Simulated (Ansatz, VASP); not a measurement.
**Two plane-wave programs on GePt**

```
Ge Pt
1.0
     2.81466    0.00000    0.00000
    -1.40733    2.43757    0.00000
     0.00000    0.00000    5.06505
Ge Pt
1 1
Cartesian
  0.0000 0.0000 1.0430
  0.0000 0.0000 3.5764
```

Alike in both runs: functional PBE; k mesh 8 × 8 × 4; occupations gaussian, width 0.2 eV; no spin polarisation.

Ansatz relaxed the structure, and its values are those at the end. VASP's run is a single point on that final structure, the one shown.

|  | VASP | Ansatz |
| --- | --- | --- |
| version | VASP 6.6.1 | Ansatz 0.2.0 |
| potentials or method | VASP PAW PBE potentials, release 64 (Ge_d, Pt_sv_GW), cutoff 570 eV | scalar-relativistic, plane waves, PAW |
| valence electrons in the cell | 32 | 32 |

|  | VASP | Ansatz | Ansatz less VASP |
| --- | --- | --- | --- |
| gap on the k mesh at the Fermi level (eV) | none | none | - |
| pressure (GPa) | -0.6 | 0.0 | +0.56 |

A gap of «none» marks a metal or a gap that the smearing closes.

Spin-orbit coupling is off throughout.
